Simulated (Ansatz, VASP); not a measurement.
**SrO: VASP beside Ansatz**

POSCAR

```
SrO
1.0
    0.0000000000      2.7922805169      2.7922805169
    2.7922805169      0.0000000000      2.7922805169
    2.7922805169      2.7922805169      0.0000000000
Sr O
1 1
Direct
    0.0000000000      0.0000000000      0.0000000000
    0.2500000000      0.2500000000      0.2500000000
```

File INCAR.step1:

```
PREC = Accurate ; ENCUT = 520
EDIFF = 1E-5 ; ISMEAR = 0
SIGMA = 0.01 ; LREAL = F
LASPH = T ; NELM = 80
ALGO = Normal ; ISIF = 2
LWAVE = T ; LCHARG = F
NBANDS = 15 ; GGA = PE
```

The input INCAR.step2:

```
PREC = Accurate ; ENCUT = 520
EDIFF = 1E-6 ; ISMEAR = 0
SIGMA = 0.01 ; LREAL = F
LASPH = T ; NELM = 80
ALGO = Normal ; ISIF = 2
LWAVE = F ; LCHARG = F
GGA = PE ; LHFCALC = T
AEXX = 0.05 ; HFSCREEN = 0.1
PRECFOCK = Normal ; NBANDS = 15
ISTART = 1
```

Contents of KPOINTS:

```
regular mesh
0
Gamma
  4 4 4
```

Input for Ansatz:

```yaml
crystal:
  lattice:
    - [0.0, 2.7922805169, 2.7922805169]
    - [2.7922805169, 0.0, 2.7922805169]
    - [2.7922805169, 2.7922805169, 0.0]
  atoms:
    - { symbol: Sr, position: [0.0, 0.0, 0.0] }
    - { symbol: O, position: [0.25, 0.25, 0.25] }
kpoints:
  mp_grid: { grid: [4, 4, 4] }
hamiltonian:
  xc: { exchange: pbe, correlation: pbe, exx: { coeff: 0.05, omega: 0.1 } }
scf:
  occupations: { method: fixed }
  n_extra_bands: 4
output:
  forces: true
  stress: true
  eigenvalues: true
```

Alike in both runs: task single point; functional PBE-based screened hybrid; k mesh 4 × 4 × 4; no spin polarisation.

|  | VASP | Ansatz |
| --- | --- | --- |
| version | VASP 6.6.1 | Ansatz 0.2.0 |
| potentials or method | VASP PAW PBE potentials, release 64 (Sr_sv, O) | plane waves |
| plane-wave cutoff (eV) | 520 | 420 |
| occupations | gaussian, width 0.01 eV | fixed |
| valence electrons in the cell | 16 | 16 |

```tsv
	VASP	Ansatz	Ansatz less VASP
gap on the k mesh at the Fermi level (eV)	2.85	2.84	-0.008
pressure (GPa)	1.1	0.7	-0.45
```

VASP's potentials were made for PBE, not for PBE-based screened hybrid. Ansatz's warnings: stress exchange threshold loose, stress scf threshold loose.

The k mesh is coarse, so the values compare programs but aren't converged.
